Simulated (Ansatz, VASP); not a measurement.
**One calculation of Pt, two programs**

File INCAR:

```
SYSTEM = Pt
ALGO = Normal ; EDIFF = 1E-7
ENCUT = 520 ; GGA = PE
ISIF = 2 ; ISMEAR = -1
LASPH = .True. ; LCHARG = .True.
LELF = .True. ; LREAL = .False.
LVHAR = .True. ; LWAVE = .False.
NBANDS = 17 ; NELM = 80
PREC = Accurate ; SIGMA = 0.1
```

File KPOINTS:

```
k-points
0
Gamma
  11 11 11
  0 0 0
```

Contents of POSCAR:

```
Pt
1.0
    0.0000000000      2.8898829689      2.8898829689
    2.8898829689      0.0000000000      2.8898829689
    2.8898829689      2.8898829689      0.0000000000
Pt
2
Direct
    0.1250000000      0.1250000000      0.1250000000
    0.8750000000      0.8750000000      0.8750000000
```

Input for Ansatz:

```yaml
crystal:
  lattice:
    - [0.0, 2.8898829689, 2.8898829689]
    - [2.8898829689, 0.0, 2.8898829689]
    - [2.8898829689, 2.8898829689, 0.0]
  atoms:
    - { symbol: Pt, position: [0.125, 0.125, 0.125] }
    - { symbol: Pt, position: [0.875, 0.875, 0.875] }
hamiltonian:
  xc: pbe
  pseudopotentials:
    kind: paw
    azcp:
      Pt: "pseudopotentials/Pt.paw.azcp"
basis:
  ecutwfc: 420
  fft_grid_basis: typed
kpoints:
  mp_grid: { grid: [11, 11, 11], shift: [0, 0, 0] }
magnetization:
  spin_polarized: false
scf:
  occupations: { method: fermi_dirac, width: 0.1 }
  lower_state_search: "off"
output:
  stress: true
```

Alike in both runs: task single point; functional PBE; k mesh 11 × 11 × 11; occupations fermi-dirac, width 0.1 eV; no spin polarisation.

|  | VASP | Ansatz |
| --- | --- | --- |
| version | VASP 6.6.1 | Ansatz 0.2.0 |
| potentials or method | VASP PAW PBE potentials, release 64 (Pt), cutoff 520 eV | plane waves (420 eV) with PAW, scalar-relativistic |
| valence electrons in the cell | 20 | 36 |

Ansatz gave:

```
pressure (GPa) : 0.1
```

**Question.** Estimate VASP's values.

**Answer.** Pressure (GPa): -0.3.

VASP's potentials hold 20 valence electrons a cell and Ansatz's 36, so a difference there can come from the potentials and not from the codes.

Neither program's run includes spin-orbit coupling.
